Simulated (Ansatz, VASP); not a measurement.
# Pb in VASP and in Ansatz

```
Pb
1.0
     0.00000    3.43900    3.37022
     3.43900    0.00000    3.37022
     3.43900    3.43900    0.00000
Pb
2
Cartesian
  0.0000 0.0000 0.0000
  1.7195 1.7195 1.6851
```

Change from the starting cell: zz strain of -2 %, crystal datasets.

Alike in both runs: task electric field gradients; functional PBE; k mesh 8 × 8 × 8; occupations fermi-dirac, width 0.05 eV; no spin polarisation.

|  | VASP | Ansatz |
| --- | --- | --- |
| version | VASP 6.6.1 | Ansatz 0.2.0 |
| potentials or method | VASP PAW PBE potentials, release 64 (Pb_d), cutoff 520 eV | all-electron PAW with datasets made for the crystal, scalar-relativistic |

```tsv
	VASP	Ansatz	Ansatz less VASP
pressure (GPa)	3.1	3.1	+0.06
traceless stress, the component that is largest in VASP (GPa)	0.11	0.10	-0.001
size of Vzz on the site where it differs most (V/Å²)	15.0	15.6	+0.59
```

Ansatz ran all-electron here, and VASP with PAW potentials.

Neither program's run includes spin-orbit coupling.
